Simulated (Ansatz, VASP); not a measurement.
## One calculation of Rh, two programs

File INCAR:

```
SYSTEM = Rh
AGGAC = 1.0 ; AGGAX = 1.0
ALDAC = 0.0 ; ALDAX = 1.0
ALGO = Normal ; EDIFF = 1E-6
ENCUT = 520 ; GGA = B5
ISIF = 2 ; ISMEAR = -1
LASPH = .TRUE. ; LCHARG = .FALSE.
LREAL = .FALSE. ; LWAVE = .FALSE.
NBANDS = 22 ; NELM = 100
PREC = Accurate ; SIGMA = 0.1
```

File KPOINTS:

```
k-points
0
G
  11 11 11
  0 0 0
```

File POSCAR:

```
Rh
1.0
    0.0000000000      2.8078605047      2.8078605047
    2.8078605047      0.0000000000      2.8078605047
    2.8078605047      2.8078605047      0.0000000000
Rh
2
Direct
    0.1250000000      0.1250000000      0.1250000000
    0.8750000000      0.8750000000      0.8750000000
```

Input for Ansatz:

```yaml
crystal:
  lattice:
    - [0.0, 2.8078605047, 2.8078605047]
    - [2.8078605047, 0.0, 2.8078605047]
    - [2.8078605047, 2.8078605047, 0.0]
  atoms:
    - { symbol: Rh, position: [0.125, 0.125, 0.125] }
    - { symbol: Rh, position: [0.875, 0.875, 0.875] }
hamiltonian:
  xc: blyp
  pseudopotentials:
    kind: paw
    azcp:
      Rh: "pseudopotentials/Rh.paw.azcp"
basis:
  ecutwfc: 420
  fft_grid_basis: typed
kpoints:
  mp_grid: { grid: [11, 11, 11], shift: [0, 0, 0] }
magnetization:
  spin_polarized: false
scf:
  occupations: { method: fermi_dirac, width: 0.1 }
  lower_state_search: "off"
output:
  stress: true
```

Alike in both runs: task single point; functional BLYP; k mesh 11 × 11 × 11; occupations fermi-dirac, width 0.1 eV; no spin polarisation.

|  | VASP | Ansatz |
| --- | --- | --- |
| version | VASP 6.6.1 | Ansatz 0.2.0 |
| potentials or method | VASP PAW PBE potentials, release 64 (Rh_pv), cutoff 520 eV | plane waves (420 eV) with PAW, scalar-relativistic |
| valence electrons in the cell | 30 | 34 |

Ansatz gave:

- pressure (GPa): 0.0

**Question.** Which values does VASP return?

**Answer.** Pressure (GPa): 0.4.

VASP's potentials were made for PBE, not for BLYP. The functional is the same, so the differences come from potentials, cutoffs and numerics. VASP's potentials hold 30 valence electrons a cell and Ansatz's 34, so a difference there can come from the potentials and not from the codes.
